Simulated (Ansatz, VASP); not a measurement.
**Two plane-wave programs on ZnO**

The input INCAR:

```
ALGO = Normal ; EDIFF = 1E-7
ENCUT = 520 ; ISIF = 2
ISMEAR = 0 ; LASPH = True
LCHARG = True ; LELF = True
LREAL = False ; LVHAR = True
LWAVE = False ; NBANDS = 16
NELM = 80 ; PREC = Accurate
SIGMA = 0.05
```

File KPOINTS:

```
k-points
0
Gamma
  6 6 6
```

File POSCAR:

```
ZnO
1.0
    2.6260150690      0.0000000000      0.0000000000
    0.0000000000      2.6260150690      0.0000000000
    0.0000000000      0.0000000000      2.6260150690
Zn O
1 1
Direct
    0.0000000000      0.0000000000      0.0000000000
    0.5000000000      0.5000000000      0.5000000000
```

Input for Ansatz:

```yaml
crystal:
  lattice:
    - [2.626015069, 0.0, 0.0]
    - [0.0, 2.626015069, 0.0]
    - [0.0, 0.0, 2.626015069]
  atoms:
    - { symbol: Zn, position: [0.0, 0.0, 0.0] }
    - { symbol: O, position: [0.5, 0.5, 0.5] }
basis:
  ecutwfc: 420
kpoints:
  mp_grid: { grid: [6, 6, 6] }
hamiltonian:
  xc: lda
scf:
  occupations: { method: gaussian, width: 0.05 }
output:
  forces: true
  stress: true
  eigenvalues: true
```

Alike in both runs: task single point; functional LDA; k mesh 6 × 6 × 6; occupations gaussian, width 0.05 eV; no spin polarisation.

|  | VASP | Ansatz |
| --- | --- | --- |
| version | VASP 6.6.1 | Ansatz 0.2.0 |
| potentials or method | VASP PAW LDA potentials, release 64 (Zn, O), cutoff 520 eV | scalar-relativistic, plane waves, PAW |
| valence electrons in the cell | 18 | 18 |

|  | VASP | Ansatz | Ansatz less VASP |
| --- | --- | --- | --- |
| gap on the k mesh at the Fermi level (eV) | none | none | - |
| pressure (GPa) | -1.6 | -3.0 | -1.40 |

LDA's correlation is that of Perdew and Zunger in VASP and of Perdew and Wang (1992) in Ansatz. A gap of «none» marks a metal or a gap that the smearing closes.

The k mesh is coarse, so the values compare programs but aren't converged.
